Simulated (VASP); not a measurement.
Input of a VASP 6.6.1 run:

The input POSCAR:

```
BAs
1.0
    0.0000000000      2.3885000000      2.3885000000
    2.3885000000      0.0000000000      2.3885000000
    2.3885000000      2.3885000000      0.0000000000
B As
1 1
Direct
    0.0000000000      0.0000000000      0.0000000000
    0.2500000000      0.2500000000      0.2500000000
```

The input INCAR.step1:

```
SYSTEM = BAs
  PREC = Accurate
  ENCUT = 600
  ISMEAR = 0
  SIGMA = 0.01
  LREAL = .FALSE.
  LASPH = .TRUE.
  NELM = 60
  GGA = PE
  ALGO = Normal
  EDIFF = 1E-4
  LWAVE = .TRUE.
  LCHARG = .FALSE.
```

INCAR.step2

```
SYSTEM = BAs
  PREC = Accurate
  ENCUT = 600
  EDIFF = 1E-6
  ISMEAR = 0
  SIGMA = 0.01
  LREAL = .FALSE.
  LASPH = .TRUE.
  NELM = 60
  ALGO = Normal
  ISIF = 3
  LWAVE = .FALSE.
  LCHARG = .FALSE.
  METAGGA = R2SCAN
  LMIXTAU = .TRUE.
  IBRION = 2
  NSW = 80
  EDIFFG = -0.005
  ISTART = 1
```

KPOINTS

```
regular mesh
0
G
  8 8 8
  0 0 0
```

Potentials or basis: VASP PAW PBE potentials, release 64 (B, As).

Run with:

```sh
$ cat potpaw_PBE.64/B/POTCAR potpaw_PBE.64/As/POTCAR > POTCAR
$ cp INCAR.step1 INCAR
$ mpirun -np 1 vasp_std > vasp.out
$ cp INCAR.step2 INCAR
$ mpirun -np 1 vasp_std > vasp.out
```

Task: Predict the space group after relaxing (to 0.05 Å).

Result: F-43m (No. 216).

Task: Predict the relaxed volume.

Result: 13.71 Å³/atom.

Task: What does it give for the band gap on the k mesh?

Result: 1.39 eV, indirect (least direct gap 3.44 eV).

Task: What does it give for the relaxed cell?

Result: a = 3.384 Å, b = 3.384 Å, c = 3.384 Å, α = 60.00°, β = 60.00°, γ = 60.00°.

The path:
```
step  energy change (eV)  largest force (eV/Å)  pressure (GPa)  volume (Å³)
   1              0.0000                0.0000            0.86        27.25
   2             -0.0002                0.0000           -0.65        27.54
   3             -0.0004                0.0000            0.01        27.41
```

Caveat: the PAW data sets were made with another functional, which shifts forces and pressure a little. A k mesh can miss the band edges.
